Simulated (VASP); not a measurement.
Wanted: the native input for a VASP 6.6.1 run.

```yaml
Task: single point
Functional: PBEsol
Potentials_or_basis: VASP PAW PBE potentials, release 64 (Si, C)
Cutoff: 520 eV
k_mesh: 12 × 12 × 4
Occupations: gaussian, width 0.05 eV
Spin: no spin polarisation
Dipole_correction: no
Further_INCAR_settings: ALGO = Normal; EDIFF = 1e-06; NBANDS = 26
```

The structure of SiC lies in POSCAR:

```
SiC
1.0
    2.9344000000      0.0000000000      0.0000000000
   -1.4672000000      2.5412649449      0.0000000000
    0.0000000000      0.0000000000     10.0758090153
Si C
4 4
Direct
    0.6666666667      0.3333333333      0.9378278494
    0.3333333333      0.6666666667      0.4378278494
    0.0000000000      0.0000000000      0.6878973398
    0.0000000000      0.0000000000      0.1878973398
    0.6666666667      0.3333333333      0.7498191768
    0.3333333333      0.6666666667      0.2498191768
    0.0000000000      0.0000000000      0.5004546340
    0.0000000000      0.0000000000      0.0004546340
```

One way to write it, as run:

INCAR

```
SYSTEM = SiC
ALGO = Normal
EDIFF = 1E-6
ENCUT = 520
GGA = PS
ISIF = 2
ISMEAR = 0
LASPH = .TRUE.
LCHARG = .FALSE.
LREAL = .FALSE.
LWAVE = .FALSE.
NBANDS = 26
NELM = 80
PREC = Accurate
SIGMA = 0.05
```

KPOINTS

```
k-points
0
G
  12 12 4
  0 0 0
```

Potentials or basis: VASP PAW PBE potentials, release 64 (Si, C).

The run is started by

```sh
$ cat potpaw_PBE.64/Si/POTCAR potpaw_PBE.64/C/POTCAR > POTCAR
$ mpirun -np 1 vasp_std > vasp.out
```

Results of the run:

The pressure is 26.9 GPa, the largest force is 0.704 eV/Å and the band gap on the k mesh is 1.85 eV, indirect (least direct gap 3.15 eV).

Caveat: the PAW data sets were made with another functional, which shifts forces and pressure a little.

Run time: 55 s on 1 thread of Intel(R) Xeon(R) Platinum 8559C (Emerald Rapids) (shared host), peak memory 0.24 GiB.
